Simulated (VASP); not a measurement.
Set up this calculation in VASP 6.6.1, as the native input.

```yaml
Task: single point
Functional: PBEsol
Potentials_or_basis: VASP PAW PBE potentials, release 64 (Sn_d, O)
Cutoff: 520 eV
k_mesh: 5 × 5 × 2
Occupations: gaussian, width 0.01 eV
Spin: no spin polarisation
Dipole_correction: no
Further_INCAR_settings: ALGO = Normal; EDIFF = 1e-06; NBANDS = 50
```

The structure of SnO lies in POSCAR:

```
SnO
1.0
    2.6799320279     -2.6807976238      0.0000000000
    2.6799320279      2.6807976238      0.0000000000
    0.0000000000      0.0000000000     10.2219600000
Sn O
4 4
Direct
    0.7493981645      0.2506018355      0.8642220729
    0.2506018355      0.7493981645      0.1357779271
    0.7506018355      0.2493981645      0.3642220729
    0.2493981645      0.7506018355      0.6357779271
    0.2505869768      0.2494130232      0.2500000000
    0.7494130232      0.7505869768      0.7500000000
    0.2494130232      0.2505869768      0.7500000000
    0.7505869768      0.7494130232      0.2500000000
```

One way to write it, as run:

INCAR

```
ALGO = Normal
EDIFF = 1E-6
ENCUT = 520
GGA = PS
ISIF = 2
ISMEAR = 0
LASPH = T
LCHARG = T
LELF = T
LREAL = F
LVHAR = T
LWAVE = F
NBANDS = 50
NELM = 80
PREC = Accurate
SIGMA = 0.01
```

KPOINTS

```
k-points
0
Gamma
  5 5 2
```

Potentials or basis: VASP PAW PBE potentials, release 64 (Sn_d, O).

Run with:

```bash
$ cat potpaw_PBE.64/Sn_d/POTCAR potpaw_PBE.64/O/POTCAR > POTCAR
$ mpirun -np 1 vasp_std > vasp.out
```

Results of the run:

```json
{"Pressure": "-0.3 GPa", "Largest force": "0.083 eV/Å", "Band gap on the k mesh": "0.69 eV"}
```

Caveat: the PAW data sets were made with another functional, which shifts forces and pressure a little; spin-orbit coupling is left out, which moves the levels of the heavy elements; an odd mesh through Γ misses points on the zone boundary, where band edges can lie.

Wall time 100 s on 1 thread of Intel(R) Xeon(R) Platinum 8375C CPU @ 2.90GHz (Ice Lake) (shared host), peak memory 0.28 GiB.
